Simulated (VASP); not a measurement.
# Cd (P6/mmm) in VASP: further runs, part 2 of 2

VASP 6.6.1. The steps go on from the part before.

## Step 3: Single point, PBE (volume scaled by 0.4)

File INCAR:

```
SYSTEM = Cd
PREC = Accurate ; ENCUT = 520
EDIFF = 1E-6 ; ISMEAR = -1
SIGMA = 0.08 ; LREAL = .False.
LASPH = .True. ; NELM = 80
ALGO = Normal ; ISIF = 2
LWAVE = .False. ; LCHARG = .False.
GGA = PE ; NBANDS = 25
```

File KPOINTS:

```
Automatic mesh
0
Gamma
  7 7 10
  0 0 0
```

File POSCAR:

```
Cd
1.0
    3.7915226366      0.0000000000      0.0000000000
   -1.8957613183      3.2835549223      0.0000000000
    0.0000000000      0.0000000000      2.2795050903
Cd
3
Direct
    0.0000000000      0.0000000000      0.0000000000
    0.3333333333      0.6666666667      0.5000000000
    0.6666666667      0.3333333333      0.5000000000
```

Potentials or basis: VASP PAW PBE potentials, release 64 (Cd).

Started as:

```sh
$ cat potpaw_PBE.64/Cd/POTCAR > POTCAR
$ mpirun -np 1 vasp_std > vasp.out
```

OUTCAR:

```text
SYSTEM = Cd
   PREC = Accurate
   ENCUT = 520
   EDIFF = 1E-6
   ISMEAR = -1
   LREAL = .False.
   LASPH = .True.
   NELM = 80
   ISIF = 2
   GGA = PE

 ion  position               nearest neighbor table
   1  0.000  0.000  0.000-   2 2.47   3 2.47   2 2.47   3 2.47   2 2.47   2 2.47   3 2.47   3 2.47
                             3 2.47   3 2.47   2 2.47   2 2.47
   2  0.333  0.667  0.500-   3 2.19   3 2.19   3 2.19   1 2.47   1 2.47   1 2.47   1 2.47   1 2.47
                             1 2.47   3 3.16   3 3.16   3 3.16   3 3.16   3 3.16   3 3.16
   3  0.667  0.333  0.500-   2 2.19   2 2.19   2 2.19   1 2.47   1 2.47   1 2.47   1 2.47   1 2.47
                             1 2.47   2 3.16   2 3.16   2 3.16   2 3.16   2 3.16   2 3.16

  LATTYP: Found a hexagonal cell.
 ALAT       =     3.7915226366
 C/A-ratio  =     0.6012109933

  Lattice vectors:

 A1 = (   3.7915226366,   0.0000000000,   0.0000000000)
 A2 = (  -1.8957613183,   3.2835549223,   0.0000000000)
 A3 = (   0.0000000000,   0.0000000000,   2.2795050903)

Analysis of symmetry for initial positions (statically):
=====================================================================
 Subroutine PRICEL returns:
 Original cell was already a primitive cell.

 Routine SETGRP: Setting up the symmetry group for a
[... 171 lines left out ...]
 val. band max:       15.5186748284   @ k =   0.2857   0.0000   0.5000
 cond. band min:      15.5916437064   @ k =   0.2857   0.2857   0.5000
 fundamental gap:      0.0729688779
 Fermi energy:        15.5441595752

 k-point     1 :       0.0000    0.0000    0.0000
  band No.  band energies     occupation
      1      -5.0949      2.00000
      2      -4.6199      2.00000
      3      -2.0437      2.00000
      4      -1.9556      2.00000
      5      -1.6573      2.00000
      6      -1.6573      2.00000
[... 661 lines left out ...]
     24      25.6936      0.00000
     25      29.8014      0.00000

 [... further k-points ...]

------------------------ aborting loop because EDIFF is reached ----------------------------------------

  FORCE on cell =-STRESS in cart. coord.  units (eV):
  Direction    XX          YY          ZZ          XY          YZ          ZX
  --------------------------------------------------------------------------------------
  -------------------------------------------------------------------------------------
  Total       84.2619281     84.2619281     84.0026439      0.0000000      0.0000000      0.0000000
  in kB     4757.1130315   4757.1130315   4742.4748147      0.0000000      0.0000000      0.0000000
  external PRESSURE =    4752.2336259 kB  Pullay stress =       0.0000000 kB

 VOLUME and BASIS-vectors are now :
 -----------------------------------------------------------------------------
  energy-cutoff  :      520.00
  volume of cell :       28.38
      direct lattice vectors                 reciprocal lattice vectors
     3.791522637  0.000000000  0.000000000     0.263746282  0.152273987  0.000000000
    -1.895761318  3.283554922  0.000000000     0.000000000  0.304547974  0.000000000
     0.000000000  0.000000000  2.279505090     0.000000000  0.000000000  0.438691716

 POSITION                                       TOTAL-FORCE (eV/Angst)
 -----------------------------------------------------------------------------------
      0.00000      0.00000      0.00000         0.000000      0.000000      0.000000
     -0.00000      2.18904      1.13975         0.000000     -0.000000      0.000000
      1.89576      1.09452      1.13975        -0.000000      0.000000     -0.000000
 -----------------------------------------------------------------------------------
    total drift:                                0.000000      0.000000     -0.000000

  FREE ENERGIE OF THE ION-ELECTRON SYSTEM (eV)
  ---------------------------------------------------
  free  energy   TOTEN  =        21.9339873745 eV

  energy  without entropy=       21.9520520402  energy(sigma->0) =       21.94301971
```

OSZICAR:

```text
N       E                     dE             d eps       ncg     rms          rms(c)
DAV:   1     0.359333115007E+03    0.35933E+03   -0.21272E+04  2520   0.174E+03
DAV:   2     0.283561113801E+02   -0.33098E+03   -0.32394E+03  2463   0.461E+02
DAV:   3     0.211837728359E+02   -0.71723E+01   -0.71504E+01  2780   0.791E+01
DAV:   4     0.211639394153E+02   -0.19833E-01   -0.19831E-01  2753   0.389E+00
DAV:   5     0.211638922568E+02   -0.47158E-04   -0.47158E-04  2869   0.170E-01    0.660E+01
DAV:   6     0.216676747789E+02    0.50378E+00   -0.11083E-01  2874   0.581E+00    0.394E+01
DAV:   7     0.219314822877E+02    0.26381E+00   -0.87111E-02  2779   0.427E+00    0.696E-01
DAV:   8     0.219340697602E+02    0.25875E-02   -0.17004E-02  2544   0.171E+00    0.129E-01
DAV:   9     0.219340186377E+02   -0.51123E-04   -0.18569E-04  2959   0.145E-01    0.793E-02
DAV:  10     0.219339882844E+02   -0.30353E-04   -0.14545E-05  2632   0.386E-02    0.207E-02
DAV:  11     0.219339871099E+02   -0.11745E-05   -0.20927E-06  2229   0.186E-02    0.364E-03
DAV:  12     0.219339873745E+02    0.26460E-06   -0.18301E-07  1308   0.546E-03
   1 F= 0.21933987E+02 E0= 0.21943020E+02  d E =-.180647E-01
```

Wall time 46 s (1 thread of AMD EPYC 7R13, shared host); peak memory 0.12 GiB.

Results:

```
Free energy            : 21.9340 eV
Pressure               : 475.2 GPa
Band gap on the k mesh : zero (band 18 reaches 18.19 eV, above the bottom of band 19 at 14.79 eV)
```

Levels at points of the mesh, in eV from the Fermi level:
```csv
k point,band 16,band 17,band 18,band 19,band 20,band 21
"(0.00, 0.00, 0.00)",-12.50,-0.77,-0.77,-0.76,-0.76,1.60
"(0.00, 0.00, 0.50)",-8.46,-6.91,2.65,3.32,3.32,4.54
```

Caveat: the cell differs from its parent crystal (volume scaled by 0.4).

## Step 4: Single point, PBE

This run uses another cell than the first one, of 13.01 Å³/atom, 1.375 times its volume.

File INCAR:

```
PREC = Accurate
ENCUT = 520
EDIFF = 1E-6
ISMEAR = -1
SIGMA = 0.08
LREAL = F
LASPH = T
NELM = 80
ALGO = Normal
ISIF = 2
LWAVE = F
LCHARG = T
GGA = PE
LELF = T
LVHAR = T
NBANDS = 25
```

File KPOINTS:

```
regular mesh
0
Gamma
  7 7 10
```

File POSCAR:

```
Cd
1.0
    4.2263310794      0.0000000000      0.0000000000
   -2.1131655397      3.6601100796      0.0000000000
    0.0000000000      0.0000000000      2.5225718203
Cd
3
Direct
    0.0000000000      0.0000000000      0.0000000000
    0.3333333333      0.6666666667      0.5000000000
    0.6666666667      0.3333333333      0.5000000000
```

Potentials or basis: VASP PAW PBE potentials, release 64 (Cd).

Started as:

```sh
$ cat potpaw_PBE.64/Cd/POTCAR > POTCAR
$ mpirun -np 1 vasp_std > vasp.out
```

OUTCAR:

```text
PREC = Accurate
   ENCUT = 520
   EDIFF = 1E-6
   ISMEAR = -1
   LREAL = F
   LASPH = T
   NELM = 80
   ISIF = 2
   GGA = PE

 ion  position               nearest neighbor table
   1  0.000  0.000  0.000-   2 2.75   3 2.75   2 2.75   3 2.75   3 2.75   3 2.75   2 2.75   2 2.75
                             3 2.75   3 2.75   2 2.75   2 2.75
   2  0.333  0.667  0.500-   3 2.44   3 2.44   3 2.44   1 2.75   1 2.75   1 2.75   1 2.75   1 2.75
                             1 2.75   3 3.51   3 3.51   3 3.51   3 3.51   3 3.51   3 3.51
   3  0.667  0.333  0.500-   2 2.44   2 2.44   2 2.44   1 2.75   1 2.75   1 2.75   1 2.75   1 2.75
                             1 2.75   2 3.51   2 3.51   2 3.51   2 3.51   2 3.51   2 3.51

  LATTYP: Found a hexagonal cell.
 ALAT       =     4.2263310794
 C/A-ratio  =     0.5968703760

  Lattice vectors:

 A1 = (   4.2263310794,   0.0000000000,   0.0000000000)
 A2 = (  -2.1131655397,   3.6601100796,   0.0000000000)
 A3 = (   0.0000000000,   0.0000000000,   2.5225718203)

Analysis of symmetry for initial positions (statically):
=====================================================================
 Subroutine PRICEL returns:
 Original cell was already a primitive cell.

[... 172 lines left out ...]

 val. band max:        8.9453132184   @ k =   0.4286   0.0000   0.2000
 cond. band min:       8.9868581226   @ k =   0.0000   0.0000   0.0000
 fundamental gap:      0.0415449042
 Fermi energy:         8.9689206415

 k-point     1 :       0.0000    0.0000    0.0000
  band No.  band energies     occupation
      1      -5.8266      2.00000
      2      -5.4266      2.00000
      3      -4.0227      2.00000
      4      -3.9803      2.00000
      5      -3.6814      2.00000
      6      -3.6814      2.00000
[... 661 lines left out ...]
     24      18.3056      0.00000
     25      22.0454      0.00000

 [... further k-points ...]

------------------------ aborting loop because EDIFF is reached ----------------------------------------

  FORCE on cell =-STRESS in cart. coord.  units (eV):
  Direction    XX          YY          ZZ          XY          YZ          ZX
  --------------------------------------------------------------------------------------
  -------------------------------------------------------------------------------------
  Total       31.2351169     31.2351169     31.3103370     -0.0000000     -0.0000000      0.0000000
  in kB     1282.4856549   1282.4856549   1285.5741222     -0.0000000     -0.0000000      0.0000000
  external PRESSURE =    1283.5151440 kB  Pullay stress =       0.0000000 kB

 VOLUME and BASIS-vectors are now :
 -----------------------------------------------------------------------------
  energy-cutoff  :      520.00
  volume of cell :       39.02
      direct lattice vectors                 reciprocal lattice vectors
     4.226331079  0.000000000  0.000000000     0.236611846  0.136607913  0.000000000
    -2.113165540  3.660110080  0.000000000     0.000000000  0.273215826  0.000000000
     0.000000000  0.000000000  2.522571820     0.000000000  0.000000000  0.396420824

 POSITION                                       TOTAL-FORCE (eV/Angst)
 -----------------------------------------------------------------------------------
      0.00000      0.00000      0.00000        -0.000000      0.000000      0.000000
     -0.00000      2.44007      1.26129         0.000000     -0.000000      0.000000
      2.11317      1.22004      1.26129        -0.000000      0.000000      0.000000
 -----------------------------------------------------------------------------------
    total drift:                               -0.000000      0.000000      0.000000

  FREE ENERGIE OF THE ION-ELECTRON SYSTEM (eV)
  ---------------------------------------------------
  free  energy   TOTEN  =         4.6265897777 eV

  energy  without entropy=        4.6451817337  energy(sigma->0) =        4.63588576
```

Run time: 71 s. Hardware: 1 thread of AMD EPYC 7R13, shared host; peak memory 0.14 GiB.

Results:

```yaml
Free_energy: 4.6266 eV
Pressure: 128.4 GPa
Band_gap_on_the_k_mesh: zero (band 18 reaches 12.35 eV, above the bottom of band 19 at 8.24 eV)
```
